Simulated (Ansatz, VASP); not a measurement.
AlN: VASP beside Ansatz

```
Al N
1.0
     2.19582    2.19582    0.00000
    -2.19582    2.19582    0.00000
     0.00000    2.19582    2.17329
Al N
1 1
Direct
  0.00000 0.00000 0.00000
  0.25000 0.75000 0.50000
```

Change from the starting cell: film at in-plane strain +0.005.

Alike in both runs: task single point; functional r2SCAN; k mesh 10 × 10 × 10; no spin polarisation.

```csv
,VASP,Ansatz
version,VASP 6.6.1,Ansatz 0.2.0
potentials or method,"VASP PAW PBE potentials, release 64 (Al, N)","PAW with Ansatz's default frozen-core files, scalar-relativistic"
plane-wave cutoff (eV),520,500
occupations,"gaussian, width 0.01 eV",fixed
valence electrons in the cell,8,8
```

```tsv
	VASP	Ansatz	Ansatz less VASP
gap on the k mesh at the Fermi level (eV)	3.87	3.88	+0.007
pressure (GPa)	-1.4	-1.0	+0.39
traceless stress, the component that is largest in VASP (GPa)	0.98	0.98	-0.002
```

VASP's potentials were made for PBE, not for r2SCAN.
